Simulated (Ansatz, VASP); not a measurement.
Two plane-wave programs on SnO2

The input INCAR:

```
AGGAC = 1.0
AGGAX = 1.0
ALDAC = 0.0
ALDAX = 1.0
ALGO = Normal
EDIFF = 1E-6
ENCUT = 520
GGA = B5
ISIF = 2
ISMEAR = -1
LASPH = T
LCHARG = T
LELF = T
LREAL = F
LVHAR = T
LWAVE = F
NBANDS = 64
NELM = 60
PREC = Accurate
SIGMA = 0.05
```

KPOINTS

```
k-points
0
Gamma
  6 6 6
```

The input POSCAR:

```
SnO2
1.0
   -3.2488970000      3.4144700000      3.4140210000
    3.2488970000     -3.4144700000      3.4140210000
    3.2488970000      3.4144700000     -3.4140210000
Sn O
4 8
Direct
    0.5000000000      0.0000000000      0.0000000000
    0.5000000000      0.5000000000      0.5000000000
    0.0035990000      0.7535990000      0.2500000000
    0.9964010000      0.2464010000      0.7500000000
    0.8064960000      0.8037740000      0.4972780000
    0.8064960000      0.3092180000      0.0027220000
    0.3024350000      0.2459400000      0.0564950000
    0.6894450000      0.2459400000      0.4435050000
    0.3105550000      0.7540600000      0.5564950000
    0.1935040000      0.6907820000      0.9972780000
    0.6975650000      0.7540600000      0.9435050000
    0.1935040000      0.1962260000      0.5027220000
```

File input.yaml:

```yaml
crystal:
  lattice:
    - [-3.248897, 3.41447, 3.414021]
    - [3.248897, -3.41447, 3.414021]
    - [3.248897, 3.41447, -3.414021]
  atoms:
    - { symbol: Sn, position: [0.5, 0.0, 0.0] }
    - { symbol: Sn, position: [0.5, 0.5, 0.5] }
    - { symbol: Sn, position: [0.003599, 0.753599, 0.25] }
    - { symbol: Sn, position: [0.996401, 0.246401, 0.75] }
    - { symbol: O, position: [0.806496, 0.803774, 0.497278] }
    - { symbol: O, position: [0.806496, 0.309218, 0.002722] }
    - { symbol: O, position: [0.302435, 0.24594, 0.056495] }
    - { symbol: O, position: [0.689445, 0.24594, 0.443505] }
    - { symbol: O, position: [0.310555, 0.75406, 0.556495] }
    - { symbol: O, position: [0.193504, 0.690782, 0.997278] }
    - { symbol: O, position: [0.697565, 0.75406, 0.943505] }
    - { symbol: O, position: [0.193504, 0.196226, 0.502722] }
hamiltonian:
  xc: blyp
  pseudopotentials: { kind: paw }
kpoints:
  mp_grid: { grid: [6, 6, 6] }
  band_path:
    path:
      - [[0.0, 0.0, 0.0], [0.4763420746, -0.4763420746, -0.4763420746], [0.4762763294, -0.4764078199, -0.4762763294], [0.0, -0.5, 0.0], [-0.25, -0.25, -0.25], [0.0, 0.0, -0.5], [-0.4763420746, 0.4763420746, -0.5236579254], [-0.5, 0.5, -0.5], [0.0, 0.0, 0.0], [-0.4999342547, -0.4999342547, 0.4999342547], [-0.5, 0.0, 0.0], [-0.25, -0.25, -0.25]]
      - [[-0.4762763294, -0.5235921801, 0.4762763294], [-0.4999342547, -0.4999342547, 0.4999342547]]
      - [[-0.5000657453, 0.4999342547, -0.4999342547], [-0.5, 0.5, -0.5]]
    npoints: 10
scf:
  occupations: { method: fermi_dirac, width: 0.05 }
  n_extra_bands: 30
output:
  forces: true
  stress: true
  eigenvalues: true
  fatbands: false
```

Alike in both runs: functional BLYP; k mesh 6 × 6 × 6; occupations fermi-dirac, width 0.05 eV; no spin polarisation.

|  | VASP | Ansatz |
| --- | --- | --- |
| version | VASP 6.6.1 | Ansatz 0.2.0 |
| potentials or method | VASP PAW PBE potentials, release 64 (Sn_d, O) | Ansatz PAW |
| plane-wave cutoff (eV) | 520 | 420 |
| valence electrons in the cell | 104 | 104 |
| task | single point | band structure |

Ansatz gave:

| Quantity | Value |
| --- | --- |
| gap on the k mesh at the Fermi level (eV) | 0.65 |
| least direct gap on the mesh (eV) | 0.65 |
| pressure (GPa) | 4.3 |
| traceless stress, the component that is largest in VASP (GPa) | 0.17 |
| rms of the force components (eV/Å) | 0.027 |

Q: Estimate VASP's values.

A: gap on the k mesh at the Fermi level (eV): 0.69; least direct gap on the mesh (eV): 0.69; pressure (GPa): 5.2; traceless stress, the component that is largest in VASP (GPa): 0.46; rms of the force components (eV/Å): 0.034.

VASP's potentials were made for PBE, not for BLYP. Atom by atom the forces differ by 0.010 eV/Å (rms over components).

Noted on Ansatz's run: Pulay correction over one GPa.
